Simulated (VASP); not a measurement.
A run of VASP 6.6.1:

INCAR

```
PREC = Accurate
ENCUT = 520
EDIFF = 1E-7
ISMEAR = 0
SIGMA = 0.1
LREAL = False
LASPH = True
NELM = 80
ALGO = Normal
ISIF = 2
LWAVE = False
LCHARG = True
LELF = True
LVHAR = True
NBANDS = 13
```

KPOINTS

```
regular mesh
0
Gamma
  7 7 7
```

POSCAR

```
Be3Si
1.0
   -1.7055660000      1.7055660000      3.4231330000
    1.7055660000     -1.7055660000      3.4231330000
    1.7055660000      1.7055660000     -3.4231330000
Be Si
3 1
Direct
    0.7500000000      0.2500000000      0.5000000000
    0.2500000000      0.7500000000      0.5000000000
    0.5000000000      0.5000000000      0.0000000000
    0.0000000000      0.0000000000      0.0000000000
```

Potentials or basis: VASP PAW LDA potentials, release 64 (Be, Si).

Command:

```console
$ cat potpaw_LDA.64/Be/POTCAR potpaw_LDA.64/Si/POTCAR > POTCAR
$ mpirun -np 1 vasp_std > vasp.out
```

Hardware: 1 thread of AMD EPYC 9R45 96-Core Processor (Zen 5) (shared host).

Q: How long does it take, and how much memory?

A: Wall time 11 s on 1 thread of AMD EPYC 9R45 96-Core Processor (Zen 5) (shared host), peak memory 0.12 GiB. Counts: scf iterations 12, k points 40.
